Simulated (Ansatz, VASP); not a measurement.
# NaH: VASP beside Ansatz

Contents of INCAR:

```
SYSTEM = NaH
PREC = Accurate ; ENCUT = 600
EDIFF = 1E-6 ; ISMEAR = -1
SIGMA = 0.08 ; LREAL = .FALSE.
LASPH = .TRUE. ; NELM = 60
ALGO = Normal ; ISIF = 3
LWAVE = .FALSE. ; LCHARG = .FALSE.
GGA = PE ; IBRION = 2
NSW = 100 ; EDIFFG = -0.005
```

File KPOINTS:

```
regular mesh
0
G
  12 12 12
  0 0 0
```

POSCAR

```
NaH
1.0
    0.0000000000      2.2675933852      2.2675933852
    2.2675933852      0.0000000000      2.2675933852
    2.2675933852      2.2675933852      0.0000000000
Na H
1 1
Direct
    0.0000000000      0.0000000000      0.0000000000
    0.5000000000      0.5000000000      0.5000000000
```

Input for Ansatz:

```yaml
crystal:
  lattice:
    - [0.0, 2.2675933852, 2.2675933852]
    - [2.2675933852, 0.0, 2.2675933852]
    - [2.2675933852, 2.2675933852, 0.0]
  atoms:
    - { symbol: Na, position: [0.0, 0.0, 0.0] }
    - { symbol: H, position: [0.5, 0.5, 0.5] }
kpoints:
  mp_grid: { grid: [12, 12, 12] }
scf:
  occupations: { method: fermi_dirac, width: 0.08 }
hamiltonian:
  xc: pbe
  pseudopotentials: { kind: paw }
output:
  forces: true
  stress: true
relax:
  f_tol: 0.005
  max_steps: 80
  cell: {}
```

Alike in both runs: task relaxation of cell and atoms; functional PBE; k mesh 12 × 12 × 12; occupations fermi-dirac, width 0.08 eV; no spin polarisation.

|  | VASP | Ansatz |
| --- | --- | --- |
| version | VASP 6.6.1 | Ansatz 0.2.0 |
| potentials or method | VASP PAW PBE potentials, release 64 (Na_pv, H) | PAW with Ansatz's default frozen-core files, scalar-relativistic |
| plane-wave cutoff (eV) | 600 | 420 |
| valence electrons in the cell | 8 | 10 |

Ansatz gave:

* relaxed volume (Å³/atom): 14.09
* relaxed cell length with the largest relative difference (Å): 3.416

**Question.** What did VASP give for the same quantities?

**Answer.** Relaxed volume (Å³/atom): 14.11; relaxed cell length with the largest relative difference (Å): 3.418.

VASP's potentials hold 8 valence electrons a cell and Ansatz's 10, so a difference there can come from the potentials and not from the codes.

Noted on VASP's run: the volume moved by over 15 % at a fixed basis, so the end points are rough.
